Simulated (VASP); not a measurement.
# Zr12H (a cell with a defect) in VASP: notebook

The runs below take Zr12H (a cell with a defect) through single point, with PBEsol.

Program: VASP 6.6.1. These are calculated values, not measurements. Logs are shortened: lines on timing, memory, paths and dates and some standing lists are left out, and cuts for length are marked.

## 1. The cell of the first run

The cell holds a defect, 13 atoms: a = 6.460 Å, b = 9.690 Å, c = 5.145 Å, α = 90.00°, β = 90.00°, γ = 120.00°.

## 2. Single point, PBEsol

INCAR reads:

```
SYSTEM = Zr12H
PREC = Accurate ; ENCUT = 520
EDIFF = 1E-7 ; ISMEAR = 0
SIGMA = 0.1 ; LREAL = .False.
LASPH = .True. ; NELM = 100
ALGO = Normal ; ISIF = 2
LWAVE = .False. ; LCHARG = .False.
GGA = PS ; NBANDS = 84
```

KPOINTS reads:

```
Automatic mesh
0
Gamma
  4 3 4
  0 0 0
```

POSCAR reads:

```
Zr12H
1.0
    6.4600000000      0.0000000000      0.0000000000
   -4.8450000000      8.3917860000      0.0000000000
    0.0000000000      0.0000000000      5.1453900000
Zr H
12 1
Direct
    0.0026596705      0.0011507681     -0.0033326920
    0.1680309927      0.2237692906      0.5011112860
    0.0004617694      0.3314107390      0.0078783144
    0.1604155758      0.5545982703      0.4973782357
   -0.0010026862      0.6640147878     -0.0012242026
    0.1638948271      0.8895522360      0.4935400426
    0.5000295119      0.0003091118      0.0010965155
    0.6642537258      0.2224095085      0.5069221186
    0.5024486614      0.3317794329      0.0057239587
    0.6651817889      0.5538167918      0.4968060730
    0.5014715608      0.6665631130      0.0107420429
    0.6696508384      0.8960285689      0.4935073921
    0.4997157520      0.6698498985      0.6206921147
```

Potentials or basis: VASP PAW PBE potentials, release 64 (Zr_sv, H).

The run is started by

```
cat potpaw_PBE.64/Zr_sv/POTCAR potpaw_PBE.64/H/POTCAR > POTCAR
mpirun -np 1 vasp_std > vasp.out
```

OUTCAR:

```text
SYSTEM = Zr12H
   PREC = Accurate
   ENCUT = 520
   EDIFF = 1E-7
   ISMEAR = 0
   LREAL = .False.
   LASPH = .True.
   NELM = 100
   ISIF = 2
   GGA = PS

 ion  position               nearest neighbor table
   1  0.003  0.001  0.997-   6 3.15   2 3.16  12 3.16   6 3.18  12 3.19   2 3.20   3 3.21   9 3.22
                             7 3.22  11 3.24   7 3.24   5 3.26
   2  0.168  0.224  0.501-   3 3.14   1 3.16   9 3.16   3 3.19   1 3.20  12 3.20   9 3.20  10 3.20
                             8 3.21   6 3.23   4 3.23   8 3.25
   3  0.000  0.331  0.008-   2 3.14   4 3.14   8 3.18   8 3.19   2 3.19   1 3.21   9 3.22   7 3.22
                             4 3.23   5 3.23   9 3.24  11 3.24
   4  0.160  0.555  0.497-  13 2.00   3 3.14   5 3.15  11 3.15   5 3.16  10 3.20   8 3.21   3 3.23
                             2 3.23   6 3.23  11 3.26  10 3.26  12 3.30
   5  0.999  0.664  0.999-   4 3.15   4 3.16  10 3.17   6 3.17  10 3.19   9 3.21   6 3.22  11 3.23
                             3 3.23  11 3.23   7 3.25   1 3.26
   6  0.164  0.890  0.494-   1 3.15   7 3.16   5 3.17   1 3.18   5 3.22   7 3.22  12 3.22   2 3.23
                             8 3.23   4 3.23  12 3.24  10 3.24
   7  0.500  0.000  0.001-  12 3.12   8 3.15   6 3.16  12 3.19   8 3.20   9 3.20   1 3.22   6 3.22
                             3 3.22  11 3.24   1 3.24   5 3.25
   8  0.664  0.222  0.507-   9 3.15   7 3.15   9 3.16  12 3.18   3 3.18   3 3.19   7 3.20  10 3.21
                             2 3.21   4 3.21   6 3.23   2 3.25
   9  0.502  0.332  0.006-  10 3.14   8 3.15   8 3.16   2 3.16   2 3.20   7 3.20   5 3.21  10 3.21
                             1 3.22   3 3.22   3 3.24  11 3.25
  10  0.665  0.554  0.497-  13 2.00  11 3.12   9 3.14   5 3.17   5 3.19   4 3.20   2 3.20   8 3.21
                             9 3.21  11 3.23   6 3.24   4 3.26  12 3.30
  11  0.501  0.667  0.011-  13 2.01  10 3.12  12 3.14   4 3.15   5 3.23  10 3.23   5 3.23   7 3.24
                             1 3.24   3 3.24   9 3.25   4 3.26  12 3.29
  12  0.670  0.896  0.494-  13 2.01   7 3.12  11 3.14   1 3.16   8 3.18   7 3.19   1 3.19   2 3.20
                             6 3.22   6 3.24  11 3.29   4 3.30  10 3.30
  13  0.500  0.670  0.621-   4 2.00  10 2.00  11 2.01  12 2.01

  LATTYP: Found a simple monoclinic cell.
 ALAT       =     6.4600000000
 B/A-ratio  =     0.7965000000
 C/A-ratio  =     1.3228756308
 COS(beta)  =    -0.1889822400

  Lattice vectors:

 A1 = (   6.4600000000,   0.0000000000,   0.0000000000)
 A2 = (   0.0000000000,   0.0000000000,   5.1453900000)
 A3 = (  -1.6150000000,  -8.3917860000,   0.0000000000)

Analysis of symmetry for initial positions (statically):
=====================================================================
 Subroutine PRICEL returns:
 Original cell was already a primitive cell.

 Routine SETGRP: Setting up the symmetry group for a
 simple monoclinic supercell.

 Subroutine GETGRP returns: Found  1 space group operations
 (whereof  1 operations were pure point group operations)
 out of a pool of  4 trial point group operations.

The static configuration has the point symmetry C_1 .

Analysis of symmetry for dynamics (positions and initial velocities):
=====================================================================
 Subroutine PRICEL returns:
 Original cell was already a primitive cell.

 Routine SETGRP: Setting up the symmetry group for a
 simple monoclinic supercell.

 Subroutine GETGRP returns: Found  1 space group operations
 (whereof  1 operations were pure point group operations)
 out of a pool of  4 trial point group operations.

The dynamic configuration has the point symmetry C_1 .

 Subroutine INISYM returns: Found  1 space group operations
 (whereof  1 operations are pure point group operations),
 and found     1 'primitive' translations

----------------------------------------------------------------------------------------

                                     Primitive cell

  volume of cell :     278.9364

  direct lattice vectors                    reciprocal lattice vectors
     6.460000000  0.000000000  0.000000000     0.154798762  0.089373108  0.000000000
    -4.845000000  8.391786000  0.000000000     0.000000000  0.119164145  0.000000000
     0.000000000  0.000000000  5.145390000     0.000000000  0.000000000  0.194348728

  length of vectors
     6.460000000  9.689999859  5.145390000     0.178746214  0.119164145  0.194348728

  position of ions in fractional coordinates (direct lattice)
     0.002659671  0.001150768  0.996667308
     0.168030993  0.223769291  0.501111286
[... 42 lines left out ...]

  Length of vectors
     0.044686554  0.039721382  0.048587182

  Shift w.r.t. Gamma in fractional coordinates (k-lattice)
     0.000000000  0.000000000  0.000000000

 Subroutine IBZKPT returns following result:
 ===========================================

 Found     26 irreducible k-points:

 Following reciprocal coordinates:
            Coordinates               Weight
  0.000000  0.000000  0.000000      1.000000
  0.250000 -0.000000  0.000000      2.000000
  0.500000 -0.000000  0.000000      1.000000
  0.000000  0.333333  0.000000      2.000000
  0.250000  0.333333  0.000000      2.000000
  0.500000  0.333333  0.000000      2.000000
[... 16 lines left out ...]
  0.000000  0.333333  0.500000      2.000000
  0.250000  0.333333  0.500000      2.000000
 [... further k-points ...]
   k-points           NKPTS =     26   k-points in BZ     NKDIM =     26   number of bands    NBANDS=     84
   number of dos      NEDOS =    301   number of ions     NIONS =     13
   total plane-waves  NPLWV = 138240
   dimension x,y,z NGX =    48 NGY =   72 NGZ =   40
   dimension x,y,z NGXF=    96 NGYF=  144 NGZF=   80
   ions per type =              12   1
   NGX,Y,Z   is equivalent  to a cutoff of  12.35, 12.35, 12.92 a.u.
   NGXF,Y,Z  is equivalent  to a cutoff of  24.71, 24.71, 25.85 a.u.
 SYSTEM =  Zr12H
   PREC   = accura    normal or accurate (medium, high low for compatibility)
   ISTART =      0    job   : 0-new  1-cont  2-samecut
   ICHARG =      2    charge: 1-file 2-atom 10-const
   ISPIN  =      1    spin polarized calculation?
   LNONCOLLINEAR =      F non collinear calculations
   LSORBIT =      F    spin-orbit coupling
   LASPH  =      T    aspherical Exc in radial PAW
   ENCUT  =  520.0 eV  38.22 Ry    6.18 a.u.  12.01 18.02  9.57*2*pi/ulx,y,z
   NELM   =    100;   NELMIN=  2; NELMDL= -5     # of ELM steps
   EDIFF  = 0.1E-06   stopping-criterion for ELM
   LREAL  =      F    real-space projection
   EDIFFG = 0.1E-05   stopping-criterion for IOM
   NSW    =      0    number of steps for IOM
   IBRION =     -1    ionic relax: 0-MD 1-quasi-New 2-CG
   NFREE  =      0    steps in history (QN), initial steepest desc. (CG)
   ISIF   =      2    stress and relaxation
   ISYM   =      2    0-nonsym 1-usesym 2-fastsym
   POTIM  = 0.5000    time-step for ionic-motion
   TEBEG  =    0.0;   TEEND  =   0.0 temperature during run
   PSTRESS=    0.0 pullay stress
   NELECT =     145.0000    total number of electrons
   NUPDOWN=      -1.0000    fix difference up-down
   EMIN   =  10.00;   EMAX   =-10.00  energy-range for DOS
   EFERMI =   0.00;   METHOD = LEGACY
   ISMEAR =     0;   SIGMA  =   0.10  broadening in eV -4-tet -1-fermi 0-gaus
   EFERMI_NEDOS =   21; number of points for ismear=-14 and -15
   IALGO  =     38    algorithm
   IMIX   =      4    mixing-type and parameters
     AMIX     =   0.40;   BMIX     =  1.00
     AMIX_MAG =   1.60;   BMIX_MAG =  1.00
  volume/ion in A,a.u.               =      21.46       144.80
  Fermi-wavevector in a.u.,A,eV,Ry     =   1.316323  2.487490 23.574895  1.732706
  Thomas-Fermi vector in A             =   2.446443
   LORBIT       =      0    0 simple, 1 ext, 2 COOP (PROOUT), +10 PAW based schemes
   GGA     = PS    functional components
   LHFCALC =     F    Hartree Fock is set to
   AEXX    =    0.0000 exact exchange contribution
   IVDW    =     0    specifies the selected vdW correction
   LEPSILON=     F    determine dielectric tensor
   LRPA    =     F    only Hartree local field effects (RPA)
 non-spin polarized calculation
 Gauss-broadening in eV      SIGMA  =   0.10
  energy-cutoff  :      520.00
  volume of cell :      278.94
 maximum number of plane-waves:      7534
   NGX = 25   NGY = 37   NGZ = 19

 number of electron     145.0000001 magnetization

 Free energy of the ion-electron system (eV)
  ---------------------------------------------------
  ext. energy  EPLUGINS =         0.00000000
  ---------------------------------------------------
  free energy    TOTEN  =      -112.83847549 eV

  energy without entropy =     -112.77605495  energy(sigma->0) =     -112.80726522

 E-fermi :   8.9447     XC(G=0): -11.2496

 val. band max:        8.9288009186   @ k =   0.5000   0.3333   0.5000
 cond. band min:       8.9544524096   @ k =   0.5000   0.3333   0.0000
 fundamental gap:      0.0256514910
 Fermi energy:         8.9447335895

 k-point     1 :       0.0000    0.0000    0.0000
  band No.  band energies     occupation
      1     -39.8028      2.00000
      2     -39.7120      2.00000
      3     -39.7011      2.00000
      4     -39.6790      2.00000
      5     -39.6632      2.00000
      6     -39.6469      2.00000
[... 2077 lines left out ...]
     83       9.8580      0.00000
     84       9.9234      0.00000

 [... further k-points ...]

------------------------ aborting loop because EDIFF is reached ----------------------------------------

  FORCE on cell =-STRESS in cart. coord.  units (eV):
  Direction    XX          YY          ZZ          XY          YZ          ZX
  --------------------------------------------------------------------------------------
  -------------------------------------------------------------------------------------
  Total       -3.3920328     -3.6212500     -1.8509167     -0.3074704     -0.0569250      0.0455489
  in kB      -19.4834296    -20.8000258    -10.6314436     -1.7660732     -0.3269701      0.2616274
  external PRESSURE =     -16.9716330 kB  Pullay stress =       0.0000000 kB

 VOLUME and BASIS-vectors are now :
 -----------------------------------------------------------------------------
  energy-cutoff  :      520.00
  volume of cell :      278.94
      direct lattice vectors                 reciprocal lattice vectors
     6.460000000  0.000000000  0.000000000     0.154798762  0.089373108  0.000000000
    -4.845000000  8.391786000  0.000000000     0.000000000  0.119164145  0.000000000
     0.000000000  0.000000000  5.145390000     0.000000000  0.000000000  0.194348728

 POSITION                                       TOTAL-FORCE (eV/Angst)
 -----------------------------------------------------------------------------------
      0.01161      0.00966      5.12824        -0.005359      0.000740     -0.001627
      0.00132      1.87782      2.57841        -0.000370     -0.002137      0.002045
     -1.60270      2.78113      0.04054        -0.000261      0.000650      0.002262
     -1.65074      4.65407      2.55921         0.011344     -0.001699     -0.006307
      3.23637      5.57227      5.13909         0.001550      0.004763      0.000262
     -3.25112      7.46493      2.53946         0.002290     -0.003801     -0.001531
      3.22869      0.00259      0.00564        -0.001386     -0.000092      0.000304
      3.21350      1.86641      2.60831         0.003799     -0.002241      0.000545
      1.63835      2.78422      0.02945        -0.000492      0.002323      0.002619
      1.61383      4.64751      2.55626        -0.013816     -0.000330     -0.002738
      0.01001      5.59365      0.05527        -0.002612     -0.004213      0.006344
     -0.01531      7.51928      2.53929         0.000512      0.006058     -0.004092
     -0.01726      5.62124      3.19370         0.004802     -0.000022      0.001914
 -----------------------------------------------------------------------------------
    total drift:                               -0.000066     -0.000034      0.000025

  FREE ENERGIE OF THE ION-ELECTRON SYSTEM (eV)
  ---------------------------------------------------
  free  energy   TOTEN  =      -112.8384754937 eV

  energy  without entropy=     -112.7760549481  energy(sigma->0) =     -112.80726522
```

Wall time 14 min (1 thread of Intel Xeon Platinum 8259CL at 2.50GHz (Skylake/Cascade Lake), shared host); peak memory 0.6 GiB.

What came out:

```yaml
Free_energy: -112.8385 eV
Pressure: -1.7 GPa
Largest_force: 0.014 eV/Å
Band_gap_on_the_k_mesh: zero (an odd number of electrons rules out a gap without spin polarisation)
```

Forces on the atoms (eV/Å):
```
Zr  -0.005  0.001 -0.002
Zr   0.000 -0.002  0.002
Zr   0.000  0.001  0.002
Zr   0.011 -0.002 -0.006
Zr   0.002  0.005  0.000
Zr   0.002 -0.004 -0.002
Zr  -0.001  0.000  0.000
Zr   0.004 -0.002  0.001
Zr   0.000  0.002  0.003
Zr  -0.014  0.000 -0.003
Zr  -0.003 -0.004  0.006
Zr   0.001  0.006 -0.004
H    0.005  0.000  0.002
```

Stress tensor (GPa, compression positive):
```
-1.95 -0.18  0.03
-0.18 -2.08 -0.03
 0.03 -0.03 -1.06
```

Levels at points of the mesh, in eV from the Fermi level:
```csv
k point,band 70,band 71,band 72,band 73,band 74,band 75
"(0.00, 0.00, 0.00)",-0.28,0.09,0.19,0.46,0.53,0.72
"(0.50, 0.00, 0.00)",-0.75,-0.62,-0.54,0.01,0.09,0.39
"(0.00, 0.00, 0.50)",-0.75,-0.17,-0.04,0.14,0.23,0.26
"(0.50, 0.00, 0.50)",-0.76,-0.75,-0.73,-0.30,-0.12,-0.09
```

Caveat: the PAW data sets were made with another functional, which shifts forces and pressure a little.

(Part 1 of 2 ends here.)

The gap in the log of VASP goes by the Fermi energy; the results here count the filled bands.